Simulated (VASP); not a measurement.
Crystal: Co.

```
Co
1.0
     2.45398    0.00000    0.00000
    -1.22699    2.12521    0.00000
     0.00000    0.00000    8.03395
Co
4
Cartesian
  1.2270 0.7084 6.0255
  0.0000 0.0000 4.0170
  0.0000 1.4168 2.0085
  0.0000 0.0000 0.0000
```

Base run:

| Item | Value |
| --- | --- |
| Program | VASP 6.6.1 |
| Functional | r2SCAN |
| Potentials or basis | VASP PAW PBE potentials, release 64 (Co) |
| Cutoff | 520 eV |
| k mesh | 12 × 12 × 4 |
| Occupations | fermi-dirac, width 0.05 eV |
| Spin | collinear spin, ferromagnetic start |
| Starting moments | [2.0, 2.0, 2.0, 2.0] μB |

Its results: pressure 4.6 GPa; net moment 7.04 μB per cell; site moments Co +1.83, +1.80 (each value once) μB.

Question: The run is repeated on the same cell with these changes: functional from r2SCAN to PBEsol. What comes out?

Answer: Pressure -2.3 GPa; net moment 6.45 μB per cell; site moments Co +1.63, +1.61 (each value once) μB.

Caveats: the PAW data sets were made with another functional, which shifts forces and pressure a little; the cell stands under pressure (at least some runs).
